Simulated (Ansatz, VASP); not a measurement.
# WSe2: VASP beside Ansatz

```xyz
3
Lattice="3.3202 0.0000 0.0000 -1.6601 2.8754 0.0000 0.0000 0.0000 32.7376" Properties=species:S:1:pos:R:3 pbc="T T T"
Se    0.0000    1.9169   14.6905
Se    0.0000    1.9169   18.0471
W     1.6601    0.9585   16.3688
```

Alike in both runs: functional PBE; k mesh 9 × 9 × 1; occupations gaussian, width 0.02 eV; no spin polarisation.

Ansatz relaxed the structure, and its values are those at the end. VASP's run is a single point on that final structure, the one shown.

|  | VASP | Ansatz |
| --- | --- | --- |
| version | VASP 6.6.1 | Ansatz 0.2.0 |
| potentials or method | VASP PAW PBE potentials, release 64 (Se, W_sv), cutoff 400 eV | scalar-relativistic, plane waves, PAW |
| valence electrons in the cell | 26 | 46 |

```tsv
	VASP	Ansatz	Ansatz less VASP
gap on the k mesh at the Fermi level (eV)	1.55	1.55	+0.003
least direct gap on the mesh (eV)	1.55	1.55	+0.003
rms of the force components (eV/Å)	0.021	0.000	-0.0211
```

VASP's potentials hold 26 valence electrons a cell and Ansatz's 46, so a difference there can come from the potentials and not from the codes.

Spin-orbit coupling is off throughout.
